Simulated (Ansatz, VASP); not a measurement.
# CO2: VASP beside Ansatz

```
CELL_PARAMETERS angstrom
-1.93426 1.93426 2.94728
1.93426 -1.93426 2.94728
1.93426 1.93426 -2.94728
ATOMIC_POSITIONS crystal
C 0.00000 0.00000 0.00000
C 0.75000 0.25000 0.50000
O 0.37500 0.29408 0.41908
O 0.04408 0.62500 0.91908
O 0.70592 0.12500 0.08092
O 0.87500 0.95592 0.58092
```

Alike in both runs: task relaxation of cell and atoms; functional LDA; k mesh 8 × 8 × 8; occupations gaussian, width 0.02 eV; no spin polarisation.

```csv
,VASP,Ansatz
version,VASP 6.6.1,Ansatz 0.2.0
potentials or method,"VASP PAW LDA potentials, release 64 (C, O), cutoff 600 eV","scalar-relativistic, plane waves, PAW"
valence electrons in the cell,32,32
```

```csv
,VASP,Ansatz,Ansatz less VASP
"gap on the k mesh at the Fermi level, each at its own relaxed structure (eV)",7.49,7.60,+0.111
relaxed volume (Å³/atom),7.38,7.35,-0.033
relaxed cell length with the largest relative difference (Å),4.027,4.021,-0.0058
```

LDA's correlation is that of Perdew and Zunger in VASP and of Perdew and Wang (1992) in Ansatz.
